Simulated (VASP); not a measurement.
## ZnS (CsCl type): relaxation of cell and atoms with PBE

ZnS (CsCl type):

```
CELL_PARAMETERS angstrom
2.81092 0.00000 0.00000
0.00000 2.81092 0.00000
0.00000 0.00000 2.81092
ATOMIC_POSITIONS crystal
Zn 0.00000 0.00000 0.00000
S 0.50000 0.50000 0.50000
```

| Item | Value |
| --- | --- |
| Program | VASP 6.6.1 |
| Task | relaxation of cell and atoms |
| Functional | PBE |
| Potentials or basis | VASP PAW PBE potentials, release 64 (Zn, S) |
| Cutoff | 600 eV |
| k mesh | 16 × 16 × 16 |
| Occupations | fermi-dirac, width 0.08 eV |
| Spin | no spin polarisation |
| Target pressure | 68 GPa |
| Dipole correction | no |
| Further INCAR settings | ALGO = Normal; EDIFF = 1e-07; IBRION = 2; EDIFFG = -0.005; NSW = 32; ISIF = 3 |

```yaml
Relaxed_volume: 11.13 Å³/atom
Relaxed_cell: a = 2.813 Å, b = 2.813 Å, c = 2.813 Å, α = 90.00°, β = 90.00°, γ = 90.00°
Space_group_after_relaxing_to_0.1_Å: Pm-3m (No. 221)
Energy_change_on_relaxing_the_run_minimises_the_enthalpy: -10.6 meV/atom
Ionic_steps: 3
Pressure_after_relaxing: 68.0 GPa
Band_gap_on_the_k_mesh: zero (bands 9 and 10 overlap by 2.48 eV)
```

The path:
```csv
step,energy change (eV),largest force (eV/Å),pressure (GPa),volume (Å³)
1,0.0000,0.0000,68.75,22.21
2,-0.0709,0.0000,66.31,22.38
3,-0.0213,0.0000,68.01,22.26
```

Final structure:
```
Zn S
1.0
     2.81302    0.00000    0.00000
     0.00000    2.81302    0.00000
     0.00000    0.00000    2.81302
Zn S
1 1
Direct
  0.00000 0.00000 0.00000
  0.50000 0.50000 0.50000
```

Levels at points of the mesh, in eV from the Fermi level:
```csv
k point,band 5,band 6,band 7,band 8,band 9,band 10,band 11,band 12,band 13
"(0.00, 0.00, 0.00)",-7.55,-7.55,-2.07,-2.07,-2.07,2.14,5.26,5.26,16.58
"(0.50, 0.00, 0.00)",-8.13,-7.50,-6.89,0.54,0.54,5.58,6.37,7.34,7.34
"(0.50, 0.50, 0.00)",-7.86,-7.86,-7.23,-6.70,-2.54,0.84,9.95,10.74,10.74
"(0.50, 0.50, 0.50)",-7.22,-7.22,-3.19,-3.19,-3.19,-0.41,-0.41,-0.41,4.18
```

Run time: 53 s on 1 thread of AMD EPYC 9R45 96-Core Processor (Zen 5), with other jobs on the host, peak memory 0.16 GiB.

Caveat: the cell is relaxed towards a set pressure, so the run minimises the enthalpy, not the energy.
